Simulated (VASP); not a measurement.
# Te2Mo in VASP: a series of runs

Te2Mo is run at these levels: LDA; tasks: single point.

Program: VASP 6.6.1. These are calculated values, not measurements. Logs are shortened: lines on timing, memory, paths and dates and some standing lists are left out, and cuts for length are marked.

## Step 1: The cell of the first run

The cell holds a slab with vacuum, 6 atoms: a = 6.414 Å, b = 3.508 Å, c = 36.362 Å, α = 90.23°, β = 90.78°, γ = 90.33°.

## Step 2: Single point, LDA (atoms moved at random and the cell strained at random)

Input file INCAR:

```
SYSTEM = Te2Mo
PREC = Accurate
ENCUT = 520
EDIFF = 1E-6
ISMEAR = 0
SIGMA = 0.1
LREAL = .FALSE.
LASPH = .TRUE.
NELM = 80
ALGO = Normal
ISIF = 2
LWAVE = .FALSE.
LCHARG = .FALSE.
NBANDS = 35
```

Input file KPOINTS:

```
Automatic mesh
0
G
  6 8 1
  0 0 0
```

Input file POSCAR:

```
Te2Mo
1.0
    6.4143704427     -0.0186196383     -0.0358583084
   -0.0101867069      3.5084654527     -0.0070031604
   -0.2903639945     -0.0725410642     36.3603977472
Te Mo
4 2
Direct
    0.0670931569      0.7479765908      0.4422447393
    0.9271031869      0.2538941248      0.5568765676
    0.5694957808      0.2409766332      0.4587659540
    0.4205919255      0.7642716440      0.5399472164
    0.8225949430      0.7498917581      0.5019147383
    0.1747521581      0.2741959830      0.4976890355
```

Potentials or basis: VASP PAW LDA potentials, release 64 (Te, Mo_sv).

The run is started by

```sh
$ cat potpaw_LDA.64/Te/POTCAR potpaw_LDA.64/Mo_sv/POTCAR > POTCAR
$ mpirun -np 1 vasp_std > vasp.out
```

OUTCAR:

```text
SYSTEM = Te2Mo
   PREC = Accurate
   ENCUT = 520
   EDIFF = 1E-6
   ISMEAR = 0
   LREAL = .FALSE.
   LASPH = .TRUE.
   NELM = 80
   ISIF = 2

 ion  position               nearest neighbor table
   1  0.067  0.748  0.442-   5 2.69   6 2.70   6 2.80
   2  0.927  0.254  0.557-   6 2.69   5 2.73   5 2.74   4 3.67
   3  0.569  0.241  0.459-   5 2.84   5 2.86   6 2.92   4 3.54   4 3.61
   4  0.421  0.764  0.540-   6 2.77   6 2.84   5 2.94   3 3.54   3 3.61   2 3.67
   5  0.823  0.750  0.502-   1 2.69   2 2.73   2 2.74   6 2.82   3 2.84   3 2.86   6 2.91   4 2.94

   6  0.175  0.274  0.498-   2 2.69   1 2.70   4 2.77   1 2.80   5 2.82   4 2.84   5 2.91   3 2.92

  LATTYP: Found a triclinic cell.
 ALAT       =     6.4144976955
 B/A-ratio  =     5.7428133192
 C/A-ratio  =     0.5469621157
 COS(alpha) =     0.0049256353
 COS(beta)  =     0.0057949561
 COS(gamma) =     0.1607363788

  Lattice vectors:

 A1 = (   6.4143704427,  -0.0186196383,  -0.0358583084)
 A2 = (   6.1240064482,  -0.0911607025,  36.3245394388)
 A3 = (   0.0101867069,  -3.5084654527,   0.0070031604)

Analysis of symmetry for initial positions (statically):
=====================================================================
 Subroutine PRICEL returns:
 Original cell was already a primitive cell.

 Routine SETGRP: Setting up the symmetry group for a
 triclinic supercell.

 Subroutine GETGRP returns: Found  1 space group operations
 (whereof  1 operations were pure point group operations)
 out of a pool of  2 trial point group operations.

The static configuration has the point symmetry C_1 .

Analysis of symmetry for dynamics (positions and initial velocities):
=====================================================================
 Subroutine PRICEL returns:
 Original cell was already a primitive cell.

 Routine SETGRP: Setting up the symmetry group for a
 triclinic supercell.

 Subroutine GETGRP returns: Found  1 space group operations
 (whereof  1 operations were pure point group operations)
 out of a pool of  2 trial point group operations.

The dynamic configuration has the point symmetry C_1 .

 Subroutine INISYM returns: Found  1 space group operations
 (whereof  1 operations are pure point group operations),
 and found     1 'primitive' translations

----------------------------------------------------------------------------------------

[... 96 lines left out ...]
   LSORBIT =      F    spin-orbit coupling
   LASPH  =      T    aspherical Exc in radial PAW
   ENCUT  =  520.0 eV  38.22 Ry    6.18 a.u.  11.93  6.52 67.61*2*pi/ulx,y,z
   NELM   =     80;   NELMIN=  2; NELMDL= -5     # of ELM steps
   EDIFF  = 0.1E-05   stopping-criterion for ELM
   LREAL  =      F    real-space projection
   EDIFFG = 0.1E-04   stopping-criterion for IOM
   NSW    =      0    number of steps for IOM
   IBRION =     -1    ionic relax: 0-MD 1-quasi-New 2-CG
   NFREE  =      0    steps in history (QN), initial steepest desc. (CG)
   ISIF   =      2    stress and relaxation
   ISYM   =      2    0-nonsym 1-usesym 2-fastsym
   POTIM  = 0.5000    time-step for ionic-motion
   TEBEG  =    0.0;   TEEND  =   0.0 temperature during run
   PSTRESS=    0.0 pullay stress
   NELECT =      52.0000    total number of electrons
   NUPDOWN=      -1.0000    fix difference up-down
   EMIN   =  10.00;   EMAX   =-10.00  energy-range for DOS
   EFERMI =   0.00;   METHOD = LEGACY
   ISMEAR =     0;   SIGMA  =   0.10  broadening in eV -4-tet -1-fermi 0-gaus
   EFERMI_NEDOS =   21; number of points for ismear=-14 and -15
   IALGO  =     38    algorithm
   IMIX   =      4    mixing-type and parameters
     AMIX     =   0.40;   BMIX     =  1.00
     AMIX_MAG =   1.60;   BMIX_MAG =  1.00
  volume/ion in A,a.u.               =     136.37       920.28
  Fermi-wavevector in a.u.,A,eV,Ry     =   0.653307  1.234572  5.807111  0.426811
  Thomas-Fermi vector in A             =   1.723506
   LORBIT       =      0    0 simple, 1 ext, 2 COOP (PROOUT), +10 PAW based schemes
   GGA     = CA    functional components
   LHFCALC =     F    Hartree Fock is set to
   AEXX    =    0.0000 exact exchange contribution
   IVDW    =     0    specifies the selected vdW correction
   LEPSILON=     F    determine dielectric tensor
   LRPA    =     F    only Hartree local field effects (RPA)
 non-spin polarized calculation
 Gauss-broadening in eV      SIGMA  =   0.10
  energy-cutoff  :      520.00
  volume of cell :      818.23
 maximum number of plane-waves:     22113
   NGX = 23   NGY = 13   NGZ =135

 number of electron      52.0000001 magnetization

 Free energy of the ion-electron system (eV)
  ---------------------------------------------------
  ext. energy  EPLUGINS =         0.00000000
  ---------------------------------------------------
  free energy    TOTEN  =       -40.49919157 eV

  energy without entropy =      -40.49375454  energy(sigma->0) =      -40.49647306

 E-fermi :  -2.4686     XC(G=0):  -2.3338

 val. band max:       -2.5521953509   @ k =   0.1667   0.0000  -0.0000
 cond. band min:      -2.4561739714   @ k =   0.0000   0.1250   0.0000
 fundamental gap:      0.0960213795
 Fermi energy:        -2.4685772565

 k-point     1 :       0.0000    0.0000    0.0000
  band No.  band energies     occupation
      1     -63.1883      2.00000
      2     -63.1209      2.00000
      3     -37.6253      2.00000
      4     -37.5607      2.00000
      5     -37.5000      2.00000
      6     -37.3773      2.00000
[... 901 lines left out ...]
     34       1.0147      0.00000
     35       2.5335      0.00000

 [... further k-points ...]
[... 5 lines left out ...]
  --------------------------------------------------------------------------------------
  -------------------------------------------------------------------------------------
  Total       -6.6225592     -6.8708183     -5.1658506      0.0823913     -0.8039498     -0.3980086
  in kB      -12.9676529    -13.4537697    -10.1152674      0.1613307     -1.5742166     -0.7793419
  external PRESSURE =     -12.1788966 kB  Pullay stress =       0.0000000 kB

 VOLUME and BASIS-vectors are now :
 -----------------------------------------------------------------------------
  energy-cutoff  :      520.00
  volume of cell :      818.23
      direct lattice vectors                 reciprocal lattice vectors
     6.414370443 -0.018619638 -0.035858308     0.155908232  0.000455161  0.001245948
    -0.010186707  3.508465453 -0.007003160     0.000830597  0.285028456  0.000575281
    -0.290363994 -0.072541064 36.360397747     0.000153915  0.000055347  0.027503789

 POSITION                                       TOTAL-FORCE (eV/Angst)
 -----------------------------------------------------------------------------------
      0.29433      2.59092     16.07255         0.248431      0.270431      0.924576
      5.78250      0.83312     20.21323        -0.257417      0.020892     -0.804506
      3.51729      0.80158     16.65880        -0.092321      0.206900      0.662420
      2.53327      2.63442     19.61226         0.375441     -0.029966     -0.454069
      5.12305      2.57924     18.21507        -0.573149      0.138557      0.553636
      0.97362      0.92265     18.08798         0.299016     -0.606813     -0.882057
 -----------------------------------------------------------------------------------
    total drift:                                0.000476     -0.000113      0.000426

  FREE ENERGIE OF THE ION-ELECTRON SYSTEM (eV)
  ---------------------------------------------------
  free  energy   TOTEN  =       -40.4991915693 eV

  energy  without entropy=      -40.4937545433  energy(sigma->0) =      -40.49647306
```

Run time: 13 min. Hardware: 1 thread of Intel Xeon 6975P-C (Granite Rapids), shared host; peak memory 0.96 GiB.

What came out:

* Free energy: -40.4992 eV
* Largest force: 1.112 eV/Å
* Band gap on the k mesh: zero (bands 26 and 27 overlap by 0.04 eV)

Forces on the atoms (eV/Å):
```
Te   0.248  0.270  0.925
Te  -0.257  0.021 -0.805
Te  -0.092  0.207  0.662
Te   0.375 -0.030 -0.454
Mo  -0.573  0.139  0.554
Mo   0.299 -0.607 -0.882
```

Caveat: the cell differs from its parent crystal (atoms moved at random and the cell strained at random); spin-orbit coupling is left out, which moves the levels of the heavy elements.

## Step 3: Single point, LDA

Input file INCAR:

```
SYSTEM = Te2Mo
ALGO = Normal
EDIFF = 1E-7
ENCUT = 520
GGA = CA
ISIF = 2
ISMEAR = 0
LASPH = .TRUE.
LCHARG = .TRUE.
LELF = .TRUE.
LREAL = .FALSE.
LVHAR = .TRUE.
LWAVE = .FALSE.
NBANDS = 35
NELM = 100
PREC = Accurate
SIGMA = 0.1
```

Input file KPOINTS:

```
k-points
0
G
  1 1 1
  0 0 0
```

POSCAR is that of step 2.

Potentials or basis: VASP PAW LDA potentials, release 64 (Te, Mo_sv).

The run is started by

```sh
$ cat potpaw_LDA.64/Te/POTCAR potpaw_LDA.64/Mo_sv/POTCAR > POTCAR
$ mpirun -np 1 vasp_gam > vasp.out
```

OUTCAR:

```text
SYSTEM = Te2Mo
   EDIFF = 1E-7
   ENCUT = 520
   GGA = CA
   ISIF = 2
   ISMEAR = 0
   LASPH = .TRUE.
   LREAL = .FALSE.
   NELM = 100
   PREC = Accurate

 ion  position               nearest neighbor table
   1  0.067  0.748  0.442-   5 2.69   6 2.70   6 2.80
   2  0.927  0.254  0.557-   6 2.69   5 2.73   5 2.74   4 3.67
   3  0.569  0.241  0.459-   5 2.84   5 2.86   6 2.92   4 3.54   4 3.61
   4  0.421  0.764  0.540-   6 2.77   6 2.84   5 2.94   3 3.54   3 3.61   2 3.67
[... 227 lines left out ...]
  -------------------------------------------------------------------------------------
  Total       -8.5471761      3.9868596     -5.9734720     -0.6731250     -1.5527349      4.5578686
  in kB      -16.7362510      7.8066817    -11.6966733     -1.3180482     -3.0404149      8.9247761
  external PRESSURE =      -6.8754142 kB  Pullay stress =       0.0000000 kB

 VOLUME and BASIS-vectors are now :
 -----------------------------------------------------------------------------
  energy-cutoff  :      520.00
  volume of cell :      818.23
      direct lattice vectors                 reciprocal lattice vectors
     6.414370443 -0.018619638 -0.035858308     0.155908232  0.000455161  0.001245948
    -0.010186707  3.508465453 -0.007003160     0.000830597  0.285028456  0.000575281
    -0.290363994 -0.072541064 36.360397747     0.000153915  0.000055347  0.027503789

 POSITION                                       TOTAL-FORCE (eV/Angst)
 -----------------------------------------------------------------------------------
      0.29433      2.59092     16.07255        -0.606192      0.409923      1.353773
      5.78250      0.83312     20.21323         0.385479      0.040078     -1.335323
      3.51729      0.80158     16.65880        -0.779499      0.402708      0.325205
      2.53327      2.63442     19.61226         0.690918     -0.126301     -0.228518
      5.12305      2.57924     18.21507         1.906349     -0.293900      3.195890
      0.97362      0.92265     18.08798        -1.597054     -0.432509     -3.311026
 -----------------------------------------------------------------------------------
    total drift:                                0.000486     -0.000220      0.000422

  FREE ENERGIE OF THE ION-ELECTRON SYSTEM (eV)
  ---------------------------------------------------
  free  energy   TOTEN  =       -32.9502616770 eV

  energy  without entropy=      -32.9498335853  energy(sigma->0) =      -32.95004763
```

Wall time 65 s (1 thread of Intel Xeon Platinum 8259CL at 2.50GHz (Skylake/Cascade Lake), shared host); peak memory 0.5 GiB.

Results:

| Property | Result |
| --- | --- |
| Free energy | -32.9503 eV |
| Largest force | 3.733 eV/Å |

Forces in eV/Å, atoms in the order of the input:
```
Te  -0.606  0.410  1.354
Te   0.385  0.040 -1.335
Te  -0.779  0.403  0.325
Te   0.691 -0.126 -0.229
Mo   1.906 -0.294  3.196
Mo  -1.597 -0.433 -3.311
```

Caveat: the k points lie up to 1.79 Å⁻¹ apart; spin-orbit coupling is left out, which moves the levels of the heavy elements.

## Step 4: Single point, LDA

Input file INCAR:

```
PREC = Accurate ; ENCUT = 520
EDIFF = 1E-6 ; ISMEAR = 0
SIGMA = 0.1 ; LREAL = F
LASPH = T ; NELM = 100
ALGO = Normal ; ISIF = 2
LWAVE = F ; LCHARG = T
LELF = T ; LVHAR = T
NBANDS = 35
```

Input file KPOINTS:

```
regular mesh
0
Gamma
  1 2 1
```

POSCAR is that of step 3.

Potentials or basis: VASP PAW LDA potentials, release 64 (Te, Mo_sv).

The run is started by

```sh
$ cat potpaw_LDA.64/Te/POTCAR potpaw_LDA.64/Mo_sv/POTCAR > POTCAR
$ mpirun -np 1 vasp_std > vasp.out
```

OUTCAR:

```text
PREC = Accurate
   ENCUT = 520
   EDIFF = 1E-6
   ISMEAR = 0
   LREAL = F
   LASPH = T
   NELM = 100
   ISIF = 2

 ion  position               nearest neighbor table
   1  0.067  0.748  0.442-   5 2.69   6 2.70   6 2.80
   2  0.927  0.254  0.557-   6 2.69   5 2.73   5 2.74   4 3.67
   3  0.569  0.241  0.459-   5 2.84   5 2.86   6 2.92   4 3.54   4 3.61
   4  0.421  0.764  0.540-   6 2.77   6 2.84   5 2.94   3 3.54   3 3.61   2 3.67
   5  0.823  0.750  0.502-   1 2.69   2 2.73   2 2.74   6 2.82   3 2.84   3 2.86   6 2.91   4 2.94

   6  0.175  0.274  0.498-   2 2.69   1 2.70   4 2.77   1 2.80   5 2.82   4 2.84   5 2.91   3 2.92

[... 262 lines left out ...]
  -------------------------------------------------------------------------------------
  Total      -11.2434889     -5.7779655     -3.6777840     -0.0576960     -1.0191213      2.5877883
  in kB      -22.0159092    -11.3138515     -7.2014799     -0.1129747     -1.9955445      5.0671560
  external PRESSURE =     -13.5104135 kB  Pullay stress =       0.0000000 kB

 VOLUME and BASIS-vectors are now :
 -----------------------------------------------------------------------------
  energy-cutoff  :      520.00
  volume of cell :      818.23
      direct lattice vectors                 reciprocal lattice vectors
     6.414370443 -0.018619638 -0.035858308     0.155908232  0.000455161  0.001245948
    -0.010186707  3.508465453 -0.007003160     0.000830597  0.285028456  0.000575281
    -0.290363994 -0.072541064 36.360397747     0.000153915  0.000055347  0.027503789

 POSITION                                       TOTAL-FORCE (eV/Angst)
 -----------------------------------------------------------------------------------
      0.29433      2.59092     16.07255        -0.298733      0.319659      0.882619
      5.78250      0.83312     20.21323         0.249710      0.118880     -0.715047
      3.51729      0.80158     16.65880        -0.392048      0.351453      0.264254
      2.53327      2.63442     19.61226         0.567648     -0.081348     -0.102714
      5.12305      2.57924     18.21507        -0.270387     -0.135529      1.363595
      0.97362      0.92265     18.08798         0.143810     -0.573114     -1.692707
 -----------------------------------------------------------------------------------
    total drift:                                0.000525     -0.000125      0.000442

  FREE ENERGIE OF THE ION-ELECTRON SYSTEM (eV)
  ---------------------------------------------------
  free  energy   TOTEN  =       -40.4753037628 eV

  energy  without entropy=      -40.4753017818  energy(sigma->0) =      -40.47530277
```

OSZICAR:

```text
N       E                     dE             d eps       ncg     rms          rms(c)
DAV:   1     0.419327741007E+03    0.41933E+03   -0.22003E+04   188   0.104E+03
DAV:   2    -0.500584314269E+01   -0.42433E+03   -0.41692E+03   200   0.248E+02
DAV:   3    -0.407006328717E+02   -0.35695E+02   -0.35312E+02   184   0.670E+01
[... 18 lines left out ...]
DAV:  22    -0.404752922459E+02   -0.28116E-04   -0.10095E-06   109   0.186E-03    0.120E-03
DAV:  23    -0.404752963485E+02   -0.41026E-05   -0.58256E-08   109   0.886E-04    0.372E-04
DAV:  24    -0.404753006906E+02   -0.43421E-05   -0.26408E-08    85   0.481E-04    0.162E-04
DAV:  25    -0.404753031150E+02   -0.24243E-05   -0.41993E-08    98   0.488E-04    0.373E-04
DAV:  26    -0.404753037628E+02   -0.64787E-06    0.29921E-09    88   0.295E-04
   1 F= -.40475304E+02 E0= -.40475303E+02  d E =-.198099E-05
```

Run time: 1.8 min. Hardware: 1 thread of Intel Xeon Platinum 8259CL at 2.50GHz (Skylake/Cascade Lake), shared host; peak memory 0.57 GiB.

What came out:

- Free energy: -40.4753 eV
- Largest force: 1.793 eV/Å
- Band gap on the k mesh: 0.64 eV

Forces on the atoms (eV/Å):
```
Te  -0.299  0.320  0.883
Te   0.250  0.119 -0.715
Te  -0.392  0.351  0.264
Te   0.568 -0.081 -0.103
Mo  -0.270 -0.136  1.364
Mo   0.144 -0.573 -1.693
```

Levels at points of the mesh, in eV from the valence-band top:
```
           k point  band 23  band 24  band 25  band 26  band 27  band 28  band 29  band 30
(0.00, 0.00, 0.00)    -0.92    -0.43    -0.20     0.00     0.64     0.90     1.55     1.86
(0.00, 0.50, 0.00)    -1.72    -1.61    -1.41    -1.32     1.06     1.16     1.39     1.45
```

Caveat: the k points lie up to 0.98 Å⁻¹ apart; spin-orbit coupling is left out, which moves the levels of the heavy elements.

## Step 5: Single point, LDA

INCAR is that of step 4.

Input file KPOINTS:

```
regular mesh
0
Gamma
  2 4 1
```

POSCAR is that of step 4.

The run is started by

```sh
$ cat potpaw_LDA.64/Te/POTCAR potpaw_LDA.64/Mo_sv/POTCAR > POTCAR
$ mpirun -np 1 vasp_std > vasp.out
```

Wall time 4.6 min (1 thread of Intel Xeon Platinum 8259CL at 2.50GHz (Skylake/Cascade Lake), shared host); peak memory 0.61 GiB.

The run converged. Its results:

```
Free energy            : -40.4772 eV
Largest force          : 1.088 eV/Å
Band gap on the k mesh : 0.07 eV (least direct gap 0.46 eV)
```

Forces in eV/Å, atoms in the order of the input:
```
Te   0.235  0.282  0.859
Te  -0.250  0.018 -0.742
Te  -0.139  0.210  0.668
Te   0.411 -0.031 -0.462
Mo  -0.479  0.112  0.562
Mo   0.221 -0.593 -0.885
```

Levels at points of the mesh, in eV from the valence-band top:
```tsv
k point	band 22	band 23	band 24	band 25	band 26	band 27	band 28	band 29	band 30	band 31
(0.00, 0.00, 0.00)	-1.41	-0.98	-0.50	-0.25	0.00	0.61	0.90	1.54	1.81	2.30
(0.50, 0.00, 0.00)	-1.44	-1.37	-0.78	-0.73	-0.59	0.10	0.83	1.36	1.62	2.58
(0.00, 0.50, 0.00)	-2.38	-1.74	-1.66	-1.43	-1.35	0.98	1.09	1.33	1.39	1.76
(0.50, 0.50, 0.00)	-2.27	-1.80	-1.72	-0.88	-0.81	0.90	1.01	1.68	1.79	2.08
```

Caveat: the k points lie up to 0.49 Å⁻¹ apart; spin-orbit coupling is left out, which moves the levels of the heavy elements.

## Step 6: Summary

| k mesh | gap on the mesh (eV) | largest force (eV/Å) |
| --- | --- | --- |
| 6 × 8 × 1 | none | 1.11 |
| 1 × 1 × 1 | - | 3.73 |
| 1 × 2 × 1 | 0.64 | 1.79 |
| 2 × 4 × 1 | 0.07 | 1.09 |

Alike in all rows: task single point; level LDA; potentials or basis VASP PAW LDA potentials, release 64 (Te, Mo_sv); no spin polarisation; cell as given; cutoff (eV) 520; smearing gaussian 0.1 eV.

Caveats: some runs use coarse meshes; spin-orbit coupling is left out, which moves the levels of the heavy elements.

Absolute energies hang on the potentials; compare differences alone.
